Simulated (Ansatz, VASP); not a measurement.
## Nb in VASP and in Ansatz

INCAR

```
SYSTEM = Nb
  PREC = Accurate
  ENCUT = 520
  EDIFF = 1E-6
  ISMEAR = -1
  SIGMA = 0.1
  LREAL = .False.
  LASPH = .True.
  NELM = 80
  ALGO = Normal
  ISIF = 2
  LWAVE = .False.
  LCHARG = .False.
  GGA = RE
  NBANDS = 20
```

KPOINTS

```
Automatic mesh
0
Gamma
  14 14 7
  0 0 0
```

POSCAR

```
Nb
1.0
    2.8032073974      0.0000000000      0.0000000000
   -1.4016036987      2.4276488182      0.0000000000
    0.0000000000      0.0000000000      5.1192569656
Nb
2
Direct
    0.3333333333      0.6666666667      0.2500000000
    0.6666666667      0.3333333333      0.7500000000
```

Input for Ansatz:

```yaml
crystal:
  lattice:
    - [2.8032073974, 0.0, 0.0]
    - [-1.4016036987, 2.4276488182, 0.0]
    - [0.0, 0.0, 5.1192569656]
  atoms:
    - { symbol: Nb, position: [0.3333333333, 0.6666666667, 0.25] }
    - { symbol: Nb, position: [0.6666666667, 0.3333333333, 0.75] }
hamiltonian:
  xc: revpbe
  pseudopotentials:
    kind: paw
    azcp:
      Nb: "pseudopotentials/Nb.paw.azcp"
basis:
  ecutwfc: 420
  fft_grid_basis: typed
kpoints:
  mp_grid: { grid: [14, 14, 7], shift: [0, 0, 0] }
magnetization:
  spin_polarized: false
scf:
  occupations: { method: fermi_dirac, width: 0.1 }
  lower_state_search: "off"
output:
  stress: true
  write_density: true
  write_potential: true
  elf: true
  volumetric_format: npy
```

Alike in both runs: task single point; functional revPBE; k mesh 14 × 14 × 7; occupations fermi-dirac, width 0.1 eV; no spin polarisation.

|  | VASP | Ansatz |
| --- | --- | --- |
| version | VASP 6.6.1 | Ansatz 0.2.0 |
| potentials or method | VASP PAW PBE potentials, release 64 (Nb_sv), cutoff 520 eV | plane waves (420 eV) with PAW, scalar-relativistic |
| valence electrons in the cell | 26 | 26 |

```tsv
	VASP	Ansatz	Ansatz less VASP
pressure (GPa)	14.7	15.0	+0.36
traceless stress, the component that is largest in VASP (GPa)	-0.55	-0.52	+0.029
```

VASP's potentials were made for PBE, not for revPBE.
